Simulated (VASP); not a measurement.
Here is a VASP 6.6.1 calculation.

The input INCAR:

```
  ALGO = Normal
  EDIFF = 1E-6
  ENCUT = 520
  GGA = PS
  ISIF = 2
  ISMEAR = 0
  LASPH = T
  LCHARG = F
  LREAL = F
  LWAVE = F
  NBANDS = 15
  NELM = 60
  PREC = Accurate
  SIGMA = 0.1
```

Contents of KPOINTS:

```
k-points
0
Gamma
  16 16 16
```

Contents of POSCAR:

```
TaN
1.0
    0.0000000000      2.1643571200      2.1643571200
    2.1643571200      0.0000000000      2.1643571200
    2.1643571200      2.1643571200      0.0000000000
Ta N
1 1
Direct
    0.5000000000      0.5000000000      0.5000000000
    0.0000000000      0.0000000000      0.0000000000
```

Potentials or basis: VASP PAW PBE potentials, release 64 (Ta_pv, N).

Run with:

```sh
$ cat potpaw_PBE.64/Ta_pv/POTCAR potpaw_PBE.64/N/POTCAR > POTCAR
$ mpirun -np 1 vasp_std > vasp.out
```

Q: Estimate the band gap on the k mesh.

A: Zero (bands 8 and 9 overlap by 4.32 eV).

Q: What does it give for the pressure?

A: 13.6 GPa.

Caveat: the cell differs from its parent crystal (strained); the cell stands under pressure; the PAW data sets were made with another functional, which shifts forces and pressure a little; spin-orbit coupling is left out, which moves the levels of the heavy elements.
